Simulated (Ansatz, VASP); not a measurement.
**Two plane-wave programs on CaO**

Contents of INCAR:

```
PREC = Accurate
ENCUT = 520
EDIFF = 1E-6
ISMEAR = 0
SIGMA = 0.01
LREAL = False
LASPH = True
NELM = 80
ALGO = Normal
ISIF = 2
LWAVE = False
LCHARG = False
GGA = PS
NBANDS = 15
```

KPOINTS

```
Automatic mesh
0
Gamma
  10 10 10
```

The input POSCAR:

```
CaO
1.0
    0.0000000000      2.3835762404      2.3835762404
    2.3835762404      0.0000000000      2.3835762404
    2.3835762404      2.3835762404      0.0000000000
Ca O
1 1
Direct
    0.0000000000      0.0000000000      0.0000000000
    0.5000000000      0.5000000000      0.5000000000
```

Input for Ansatz:

```yaml
crystal:
  lattice:
    - [0.0, 2.38357624035, 2.38357624035]
    - [2.38357624035, 0.0, 2.38357624035]
    - [2.38357624035, 2.38357624035, 0.0]
  atoms:
    - { symbol: Ca, position: [0.0, 0.0, 0.0] }
    - { symbol: O, position: [0.5, 0.5, 0.5] }
kpoints:
  mp_grid: { grid: [10, 10, 10] }
scf:
  occupations: { method: fixed }
hamiltonian:
  xc: pbesol
  pseudopotentials: { kind: paw }
output:
  forces: true
  stress: true
  eigenvalues: true
  eigenstates:
    nscf_kmesh: { grid: [14, 14, 14] }
    de_dk: true
    e_range: [-9, 13.54444552941]
  optics:
    e_range: [0, 20]
    de: 0.2
    sigma: 0.1
    bands: { spectra_wanted_up_to: 20 }
    nscf_kmesh: { grid: [14, 14, 14] }
checkpoint:
  write: ck
  write_wavefunctions: false
```

Alike in both runs: task single point; functional PBEsol; k mesh 10 × 10 × 10; no spin polarisation.

```csv
,VASP,Ansatz
version,VASP 6.6.1,Ansatz 0.2.0
potentials or method,"VASP PAW PBE potentials, release 64 (Ca_sv, O)","PAW with Ansatz's default frozen-core files, scalar-relativistic"
plane-wave cutoff (eV),520,420
occupations,"gaussian, width 0.01 eV",fixed
valence electrons in the cell,16,16
```

VASP gave:

| Quantity | Value |
| --- | --- |
| gap on the k mesh at the Fermi level (eV) | 3.52 |
| pressure (GPa) | 0.6 |

Task: Which values does Ansatz return?

Result: gap on the k mesh at the Fermi level (eV): 3.54; pressure (GPa): 0.0.

VASP's potentials were made for PBE, not for PBEsol.
